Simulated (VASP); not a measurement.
# NbP (I4_1md) in VASP: settings compared

NbP is run at these levels: PBEsol+U, PBE+D3(BJ); tasks: single point, phonons.

Program: VASP 6.6.1. These are calculated values, not measurements. Logs are shortened: lines on timing, memory, paths and dates and some standing lists are left out, and cuts for length are marked.

### Step 1. The cell of the first run

Symmetry: I4_1md, No. 109, tetragonal system. Conventional cell: a = 3.350 Å, b = 3.350 Å, c = 11.480 Å, α = 90.00°, β = 90.00°, γ = 90.00°. Within 3.4 Å of Nb (site symmetry 2mm) lie 6 P at 2.55 Å and 8 Nb at 3.32 to 3.35 Å. P (site symmetry 2mm) has 6 Nb at 2.55 Å and 8 P at 3.32 to 3.35 Å within 3.4 Å.

### Step 2. Single point, PBEsol+U

Input file POSCAR:

```
NbP
1.0
   -1.6749232544      1.6749232544      5.7401081759
    1.6749232544     -1.6749232544      5.7401081759
    1.6749232544      1.6749232544     -5.7401081759
Nb P
2 2
Direct
    0.2498808000      0.7498808000      0.5000000000
    0.4998808000      0.4998808000      0.0000000000
    0.8327477700      0.3327477700      0.5000000000
    0.0827477700      0.0827477700      0.0000000000
```

Input file INCAR.step1:

```
PREC = Accurate
ENCUT = 520
EDIFF = 1E-6
ISMEAR = -1
SIGMA = 0.05
LREAL = F
LASPH = T
NELM = 150
ALGO = Normal
ISIF = 2
LWAVE = F
LCHARG = T
LMAXMIX = 4
LDAU = T
LDAUTYPE = 2
LDAUL = 2 -1
LDAUU = 2 0
LDAUJ = 0 0
LDAUPRINT = 1
GGA = PS
NBANDS = 26
```

Input file KPOINTS.step1:

```
regular mesh
0
Gamma
  11 11 11
```

Input file INCAR.step2:

```
PREC = Accurate
ENCUT = 520
EDIFF = 1E-6
ISMEAR = -5
SIGMA = 0.05
LREAL = F
LASPH = T
NELM = 150
ALGO = Normal
ISIF = 2
LWAVE = F
LCHARG = F
LMAXMIX = 4
LDAU = T
LDAUTYPE = 2
LDAUL = 2 -1
LDAUU = 2 0
LDAUJ = 0 0
LDAUPRINT = 1
GGA = PS
LORBIT = 10
NEDOS = 2001
ICHARG = 11
```

Input file KPOINTS.step2:

```
regular mesh
0
Gamma
  17 17 17
```

Potentials or basis: VASP PAW PBE potentials, release 64 (Nb_sv, P).

On the command line:

```
$ cat potpaw_PBE.64/Nb_sv/POTCAR potpaw_PBE.64/P/POTCAR > POTCAR
$ cp INCAR.step1 INCAR
$ cp KPOINTS.step1 KPOINTS
$ mpirun -np 1 vasp_std > vasp.out
$ cp INCAR.step2 INCAR
$ cp KPOINTS.step2 KPOINTS
$ mpirun -np 1 vasp_std > vasp.out
```

OUTCAR:

```text
PREC = Accurate
   ENCUT = 520
   EDIFF = 1E-6
   ISMEAR = -5
   LREAL = F
   LASPH = T
   NELM = 150
   ISIF = 2
   GGA = PS
   LORBIT = 10
   ICHARG = 11

 ion  position               nearest neighbor table
   1  0.250  0.750  0.500-   4 2.55   4 2.55   3 2.55   3 2.55   3 2.55   3 2.55
   2  0.500  0.500  0.000-   3 2.55   3 2.55   4 2.55   4 2.55   4 2.55   4 2.55
   3  0.833  0.333  0.500-   2 2.55   2 2.55   1 2.55   1 2.55   1 2.55   1 2.55
   4  0.083  0.083  0.000-   1 2.55   1 2.55   2 2.55   2 2.55   2 2.55   2 2.55

  LATTYP: Found a body centered tetragonal cell.
 ALAT       =     3.3498465088
 C/A-ratio  =     3.4270872775

  Lattice vectors:

 A1 = (  -1.6749232544,   1.6749232544,   5.7401081759)
 A2 = (   1.6749232544,  -1.6749232544,   5.7401081759)
 A3 = (   1.6749232544,   1.6749232544,  -5.7401081759)

Analysis of symmetry for initial positions (statically):
=====================================================================
 Subroutine PRICEL returns:
 Original cell was already a primitive cell.

 Routine SETGRP: Setting up the symmetry group for a
 body centered tetragonal supercell.

 Subroutine GETGRP returns: Found  8 space group operations
 (whereof  4 operations were pure point group operations)
 out of a pool of 16 trial point group operations.

The static configuration has the point symmetry C_2v.
 The point group associated with its full space group is C_4v.

Analysis of symmetry for dynamics (positions and initial velocities):
=====================================================================
 Subroutine PRICEL returns:
 Original cell was already a primitive cell.

 Routine SETGRP: Setting up the symmetry group for a
 body centered tetragonal supercell.

 Subroutine GETGRP returns: Found  8 space group operations
 (whereof  4 operations were pure point group operations)
 out of a pool of 16 trial point group operations.

The dynamic configuration has the point symmetry C_2v.
 The point group associated with its full space group is C_4v.

 Subroutine INISYM returns: Found  8 space group operations
 (whereof  4 operations are pure point group operations),
 and found     1 'primitive' translations

----------------------------------------------------------------------------------------

                                     Primitive cell

  volume of cell :      64.4125

  direct lattice vectors                    reciprocal lattice vectors
    -1.674923254  1.674923254  5.740108176     0.000000000  0.298521140  0.087106372
     1.674923254 -1.674923254  5.740108176     0.298521140  0.000000000  0.087106372
     1.674923254  1.674923254 -5.740108176     0.298521140  0.298521140  0.000000000

  length of vectors
     6.209635874  6.209635874  6.209635874     0.310970081  0.310970081  0.422172645

  position of ions in fractional coordinates (direct lattice)
     0.249880800  0.749880800  0.500000000
     0.499880800  0.499880800  0.000000000
     0.832747770  0.332747770  0.500000000
     0.082747770  0.082747770  0.000000000

  ion indices of the primitive-cell ions
   primitive index   ion index
                 1           1
                 2           2
                 3           3
                 4           4

----------------------------------------------------------------------------------------

 KPOINTS: regular mesh

Automatic generation of k-mesh.
 Grid dimensions read from file:
 generate k-points for:   17   17   17

[... 99 lines left out ...]
   LRPA    =     F    only Hartree local field effects (RPA)
 non-spin polarized calculation
 Fermi weights with tetrahedron method with Bloechl corrections
  energy-cutoff  :      520.00
  volume of cell :       64.41
 maximum number of plane-waves:      1756

atom =   1  type =  1  l = 2

 onsite density matrix

spin component  1

  0.2416  0.0000  0.0000  0.0000  0.0000
  0.0000  0.2357  0.0000  0.0000  0.0000
  0.0000  0.0000  0.2400  0.0000  0.0015
  0.0000  0.0000  0.0000  0.2291  0.0000
  0.0000  0.0000  0.0015  0.0000  0.2146

spin component  2

  0.2416  0.0000  0.0000  0.0000  0.0000
  0.0000  0.2357  0.0000  0.0000  0.0000
  0.0000  0.0000  0.2400  0.0000  0.0015
  0.0000  0.0000  0.0000  0.2291  0.0000
  0.0000  0.0000  0.0015  0.0000  0.2146

 occupancies and eigenvectors

  o =  0.2145  v =  0.0000  0.0000 -0.0586  0.0000  0.9983  0.0000  0.0000  0.0000  0.0000  0.0000      0.0000  0.0000  0.0000  0.0000  0.0000  0.0000  0.0000  0.0000  0.0000  0.0000
  o =  0.2145  v =  0.0000  0.0000  0.0000  0.0000  0.0000  0.0000  0.0000 -0.0586  0.0000  0.9983      0.0000  0.0000  0.0000  0.0000  0.0000  0.0000  0.0000  0.0000  0.0000  0.0000
  o =  0.2291  v =  0.0000  0.0000  0.0000 -1.0000  0.0000  0.0000  0.0000  0.0000  0.0000  0.0000      0.0000  0.0000  0.0000  0.0000  0.0000  0.0000  0.0000  0.0000  0.0000  0.0000
  o =  0.2291  v =  0.0000  0.0000  0.0000  0.0000  0.0000  0.0000  0.0000  0.0000 -1.0000  0.0000      0.0000  0.0000  0.0000  0.0000  0.0000  0.0000  0.0000  0.0000  0.0000  0.0000
  o =  0.2357  v =  0.0000  0.0000  0.0000  0.0000  0.0000  0.0000  1.0000  0.0000  0.0000  0.0000      0.0000  0.0000  0.0000  0.0000  0.0000  0.0000  0.0000  0.0000  0.0000  0.0000
  o =  0.2357  v =  0.0000  1.0000  0.0000  0.0000  0.0000  0.0000  0.0000  0.0000  0.0000  0.0000      0.0000  0.0000  0.0000  0.0000  0.0000  0.0000  0.0000  0.0000  0.0000  0.0000
  o =  0.2401  v =  0.0000  0.0000 -0.9983  0.0000 -0.0586  0.0000  0.0000  0.0000  0.0000  0.0000      0.0000  0.0000  0.0000  0.0000  0.0000  0.0000  0.0000  0.0000  0.0000  0.0000
  o =  0.2401  v =  0.0000  0.0000  0.0000  0.0000  0.0000  0.0000  0.0000 -0.9983  0.0000 -0.0586      0.0000  0.0000  0.0000  0.0000  0.0000  0.0000  0.0000  0.0000  0.0000  0.0000
  o =  0.2416  v =  0.0000  0.0000  0.0000  0.0000  0.0000  1.0000  0.0000  0.0000  0.0000  0.0000      0.0000  0.0000  0.0000  0.0000  0.0000  0.0000  0.0000  0.0000  0.0000  0.0000
  o =  0.2416  v =  1.0000  0.0000  0.0000  0.0000  0.0000  0.0000  0.0000  0.0000  0.0000  0.0000      0.0000  0.0000  0.0000  0.0000  0.0000  0.0000  0.0000  0.0000  0.0000  0.0000

atom =   2  type =  1  l = 2

 onsite density matrix

spin component  1

  0.2416  0.0000  0.0000  0.0000  0.0000
  0.0000  0.2291  0.0000  0.0000  0.0000
  0.0000  0.0000  0.2400  0.0000 -0.0015
  0.0000  0.0000  0.0000  0.2357  0.0000
  0.0000  0.0000 -0.0015  0.0000  0.2146

spin component  2

  0.2416  0.0000  0.0000  0.0000  0.0000
  0.0000  0.2291  0.0000  0.0000  0.0000
  0.0000  0.0000  0.2400  0.0000 -0.0015
  0.0000  0.0000  0.0000  0.2357  0.0000
  0.0000  0.0000 -0.0015  0.0000  0.2146

 occupancies and eigenvectors

  o =  0.2145  v =  0.0000  0.0000 -0.0586  0.0000 -0.9983  0.0000  0.0000  0.0000  0.0000  0.0000      0.0000  0.0000  0.0000  0.0000  0.0000  0.0000  0.0000  0.0000  0.0000  0.0000
  o =  0.2145  v =  0.0000  0.0000  0.0000  0.0000  0.0000  0.0000  0.0000 -0.0586  0.0000 -0.9983      0.0000  0.0000  0.0000  0.0000  0.0000  0.0000  0.0000  0.0000  0.0000  0.0000
  o =  0.2291  v =  0.0000  0.0000  0.0000  0.0000  0.0000  0.0000  1.0000  0.0000  0.0000  0.0000      0.0000  0.0000  0.0000  0.0000  0.0000  0.0000  0.0000  0.0000  0.0000  0.0000
  o =  0.2291  v =  0.0000  1.0000  0.0000  0.0000  0.0000  0.0000  0.0000  0.0000  0.0000  0.0000      0.0000  0.0000  0.0000  0.0000  0.0000  0.0000  0.0000  0.0000  0.0000  0.0000
  o =  0.2357  v =  0.0000  0.0000  0.0000  1.0000  0.0000  0.0000  0.0000  0.0000  0.0000  0.0000      0.0000  0.0000  0.0000  0.0000  0.0000  0.0000  0.0000  0.0000  0.0000  0.0000
  o =  0.2357  v =  0.0000  0.0000  0.0000  0.0000  0.0000  0.0000  0.0000  0.0000  1.0000  0.0000      0.0000  0.0000  0.0000  0.0000  0.0000  0.0000  0.0000  0.0000  0.0000  0.0000
  o =  0.2401  v =  0.0000  0.0000 -0.9983  0.0000  0.0586  0.0000  0.0000  0.0000  0.0000  0.0000      0.0000  0.0000  0.0000  0.0000  0.0000  0.0000  0.0000  0.0000  0.0000  0.0000
  o =  0.2401  v =  0.0000  0.0000  0.0000  0.0000  0.0000  0.0000  0.0000 -0.9983  0.0000  0.0586      0.0000  0.0000  0.0000  0.0000  0.0000  0.0000  0.0000  0.0000  0.0000  0.0000
  o =  0.2416  v =  1.0000  0.0000  0.0000  0.0000  0.0000  0.0000  0.0000  0.0000  0.0000  0.0000      0.0000  0.0000  0.0000  0.0000  0.0000  0.0000  0.0000  0.0000  0.0000  0.0000
  o =  0.2416  v =  0.0000  0.0000  0.0000  0.0000  0.0000  1.0000  0.0000  0.0000  0.0000  0.0000      0.0000  0.0000  0.0000  0.0000  0.0000  0.0000  0.0000  0.0000  0.0000  0.0000

 number of electron      35.9999999 magnetization

 Free energy of the ion-electron system (eV)
  ---------------------------------------------------
  ext. energy  EPLUGINS =         0.00000000
  ---------------------------------------------------
  free energy    TOTEN  =       -34.13770839 eV

  energy without entropy =      -34.13770839  energy(sigma->0) =      -34.13770839

 E-fermi :  10.6934     XC(G=0): -12.1084

 val. band max:       10.7382900139   @ k =  -0.2353  -0.4706   0.2353
 cond. band min:      10.6640563245   @ k =  -0.1176   0.4118   0.1176
 fundamental gap:     -0.0742336893
 Fermi energy:        10.6933639326

 k-point     1 :       0.0000    0.0000    0.0000
  band No.  band energies     occupation
      1     -44.6355      2.00000
      2     -44.5988      2.00000
      3     -20.8980      2.00000
      4     -20.7076      2.00000
      5     -20.7076      2.00000
      6     -20.5627      2.00000
[... 589 lines left out ...]
     21      13.0564      0.00000
     22      13.5046      0.00000

 [... further k-points ...]
[... 5 lines left out ...]
  --------------------------------------------------------------------------------------
  -------------------------------------------------------------------------------------
  Total       -1.4309279     -1.4309279     -1.6049245      0.0000000      0.0000000      0.0000000
  in kB      -35.5924963    -35.5924963    -39.9204377      0.0000000      0.0000000      0.0000000
  external PRESSURE =     -37.0351434 kB  Pullay stress =       0.0000000 kB

 VOLUME and BASIS-vectors are now :
 -----------------------------------------------------------------------------
  energy-cutoff  :      520.00
  volume of cell :       64.41
      direct lattice vectors                 reciprocal lattice vectors
    -1.674923254  1.674923254  5.740108176     0.000000000  0.298521140  0.087106372
     1.674923254 -1.674923254  5.740108176     0.298521140  0.000000000  0.087106372
     1.674923254  1.674923254 -5.740108176     0.298521140  0.298521140  0.000000000

 POSITION                                       TOTAL-FORCE (eV/Angst)
 -----------------------------------------------------------------------------------
      1.67492      0.00000      2.86869        -0.000000     -0.000000      0.013372
      0.00000      0.00000      5.73874         0.000000      0.000000      0.013372
      0.00000      1.67492      3.82002         0.000000     -0.000000     -0.013372
      0.00000      0.00000      0.94996        -0.000000      0.000000     -0.013372
 -----------------------------------------------------------------------------------
    total drift:                               -0.000000     -0.000000     -0.001119

  FREE ENERGIE OF THE ION-ELECTRON SYSTEM (eV)
  ---------------------------------------------------
  free  energy   TOTEN  =       -34.1377083940 eV

  energy  without entropy=      -34.1377083940  energy(sigma->0) =      -34.13770839

 total charge

# of ion       s       p       d       tot
------------------------------------------
    1        2.162   6.033   2.291  10.487
    2        2.162   6.033   2.291  10.487
    3        1.015   1.531   0.000   2.547
    4        1.015   1.531   0.000   2.547
--------------------------------------------------
tot          6.355  15.129   4.582  26.067
```

Wall time 39 min (1 thread of Intel Xeon 8259CL, shared host); peak memory 0.69 GiB.

What came out:

```
Valence electrons inside the program's atomic spheres : Nb 10.49; P 2.55
```

Eigenvalues of the final occupation matrices:
```
    site  spin  trace               eigenvalues
site 1 d     1   1.16  0.21 0.23 0.24 0.24 0.24
site 1 d     2   1.16  0.21 0.23 0.24 0.24 0.24
site 2 d     1   1.16  0.21 0.23 0.24 0.24 0.24
site 2 d     2   1.16  0.21 0.23 0.24 0.24 0.24
```

Caveat: the PAW data sets were made with another functional, which shifts forces and pressure a little; U without spin polarisation on a metal has little footing; the U is typed as a test and isn't derived for this compound.

### Step 3. Phonons, PBE+D3(BJ)

Input file INCAR:

```
  PREC = Accurate
  ENCUT = 520
  EDIFF = 1E-8
  ISMEAR = -1
  SIGMA = 0.1
  LREAL = False
  LASPH = True
  NELM = 80
  ALGO = Normal
  ISIF = 2
  LWAVE = False
  LCHARG = False
  GGA = PE
  IVDW = 12
  IBRION = 6
  NFREE = 2
  POTIM = 0.015
  NSW = 1
```

Input file KPOINTS:

```
regular mesh
0
Gamma
  8 8 8
```

POSCAR is that of step 2.

Potentials or basis: VASP PAW PBE potentials, release 64 (Nb_sv, P).

On the command line:

```
$ cat potpaw_PBE.64/Nb_sv/POTCAR potpaw_PBE.64/P/POTCAR > POTCAR
$ mpirun -np 1 vasp_std > vasp.out
```

OUTCAR:

```text
PREC = Accurate
   ENCUT = 520
   EDIFF = 1E-8
   ISMEAR = -1
   LREAL = False
   LASPH = True
   NELM = 80
   ISIF = 2
   GGA = PE
   IVDW = 12
   IBRION = 6
   NFREE = 2
   POTIM = 0.015
   NSW = 1
 IVDW          = 12

 ion  position               nearest neighbor table
   1  0.250  0.750  0.500-   4 2.55   4 2.55   3 2.55   3 2.55   3 2.55   3 2.55
   2  0.500  0.500  0.000-   3 2.55   3 2.55   4 2.55   4 2.55   4 2.55   4 2.55
   3  0.833  0.333  0.500-   2 2.55   2 2.55   1 2.55   1 2.55   1 2.55   1 2.55
   4  0.083  0.083  0.000-   1 2.55   1 2.55   2 2.55   2 2.55   2 2.55   2 2.55

  LATTYP: Found a body centered tetragonal cell.
 ALAT       =     3.3498465088
 C/A-ratio  =     3.4270872775

  Lattice vectors:

 A1 = (  -1.6749232544,   1.6749232544,   5.7401081759)
 A2 = (   1.6749232544,  -1.6749232544,   5.7401081759)
 A3 = (   1.6749232544,   1.6749232544,  -5.7401081759)

Analysis of symmetry for initial positions (statically):
=====================================================================
 Subroutine PRICEL returns:
 Original cell was already a primitive cell.

 Routine SETGRP: Setting up the symmetry group for a
 body centered tetragonal supercell.

 Subroutine GETGRP returns: Found  8 space group operations
 (whereof  4 operations were pure point group operations)
 out of a pool of 16 trial point group operations.

The static configuration has the point symmetry C_2v.
 The point group associated with its full space group is C_4v.

Analysis of symmetry for dynamics (positions and initial velocities):
=====================================================================
 Subroutine PRICEL returns:
 Original cell was already a primitive cell.

[... 372 lines left out ...]

 number of electron      35.9999999 magnetization

 Free energy of the ion-electron system (eV)
  ---------------------------------------------------
  ext. energy  EPLUGINS =         0.00000000
  ---------------------------------------------------
  free energy    TOTEN  =       -35.31791971 eV

  energy without entropy =      -35.28330197  energy(sigma->0) =      -35.30061084

 E-fermi :  10.5612     XC(G=0): -11.9878

 val. band max:       10.5551390881   @ k =  -0.2500   0.5000  -0.5000
 cond. band min:      10.5822943722   @ k =  -0.1250   0.3750  -0.3750
 fundamental gap:      0.0271552840
 Fermi energy:        10.5612294412

 k-point     1 :       0.0000    0.0000    0.0000
  band No.  band energies     occupation
      1     -44.3874      2.00000
      2     -44.3497      2.00000
      3     -20.6446      2.00000
      4     -20.4467      2.00000
      5     -20.4464      2.00000
      6     -20.3109      2.00000
[... 589 lines left out ...]
     21      13.3761      0.00000
     22      13.6870      0.00000

 [... further k-points ...]

------------------------ aborting loop because EDIFF is reached ----------------------------------------

 Edisp (eV)   -2.47295

 E8    (eV) :    -1.0901
[... 27 lines left out ...]
  FREE ENERGIE OF THE ION-ELECTRON SYSTEM (eV)
  ---------------------------------------------------
  free  energy   TOTEN  =       -37.7908724302 eV

  energy  without entropy=      -37.7562546937  energy(sigma->0) =      -37.77356356

 INTERNAL STRAIN TENSORS FROM DISPLACED ATOMS
 ============================================

 INTERNAL STRAIN TENSOR FOR ION    1 for displacements in x,y,z  (eV/Angst):
          X           Y           Z          XY          YZ          ZX
  --------------------------------------------------------------------------------
  x     0.00000     0.00000     0.00000     0.00000     0.00000    -2.57196
  y     0.00000     0.00000     0.00000     0.00000     9.92498     0.00000
  z    -1.02687     6.25117    -6.25281     0.00000     0.00000     0.00000

 INTERNAL STRAIN TENSOR FOR ION    4 for displacements in x,y,z  (eV/Angst):
          X           Y           Z          XY          YZ          ZX
  --------------------------------------------------------------------------------
  x     0.00000     0.00000     0.00000     0.00000     0.00000    -1.23948
  y     0.00000     0.00000     0.00000     0.00000    -6.09829     0.00000
  z     0.31688    -5.54675     6.25658     0.00000     0.00000     0.00000

 Eigenvectors and eigenvalues of the dynamical matrix
 ----------------------------------------------------

   1 f  =   11.294906 THz    70.967985 2PiTHz  376.757498 cm-1    46.711955 meV
             X         Y         Z           dx          dy          dz
      1.674923  0.000000  2.868686     0.000000   -0.000000   -0.001690
      0.000000  0.000000  5.738740     0.000000    0.000000    0.001690
      0.000000  1.674923  3.820016     0.000000   -0.000000   -0.707105
      0.000000  0.000000  0.949962    -0.000000   -0.000000    0.707105
[... 71 lines left out ...]
  12 f/i=    0.001720 THz     0.010807 2PiTHz    0.057375 cm-1     0.007114 meV
             X         Y         Z           dx          dy          dz
      1.674923  0.000000  2.868686     0.000000   -0.000000    0.612419
      0.000000  0.000000  5.738740     0.000000   -0.000000    0.612419
      0.000000  1.674923  3.820016     0.000000   -0.000000    0.353473
      0.000000  0.000000  0.949962     0.000000   -0.000000    0.353473

 ELASTIC MODULI CONTR FROM IONIC RELAXATION (kBar)
 Direction    XX          YY          ZZ          XY          YZ          ZX
 --------------------------------------------------------------------------------
 XX         -89.6496     28.8073     72.8036      0.0000      0.0000     -0.0000
 YY          28.8073    -89.6496     72.8036      0.0000     -0.0000      0.0000
 ZZ          72.8036     72.8036   -174.2327      0.0000     -0.0000      0.0000
 XY           0.0000      0.0000      0.0000      0.0000      0.0000      0.0000
 YZ           0.0000     -0.0000     -0.0000      0.0000   -384.5196     -0.0000
 ZX          -0.0000      0.0000      0.0000      0.0000     -0.0000   -384.5197
 --------------------------------------------------------------------------------
```

Wall time 47 min (1 thread of Intel Xeon Platinum 8488C (Sapphire Rapids), shared host); peak memory 0.55 GiB.

Results:

| Property | Result |
| --- | --- |
| Highest phonon frequency at Γ | 377 cm⁻¹ |
| Dispersion energy per atom | -0.618 eV |

Phonon frequencies in cm⁻¹ (negative: imaginary):
```tsv
q point	frequencies
(0.000, 0.000, 0.000)	0 0 0 179 179 242 316 316 349 349 362 377
```

Caveat: the cell stands under pressure or tension, which shifts response properties.
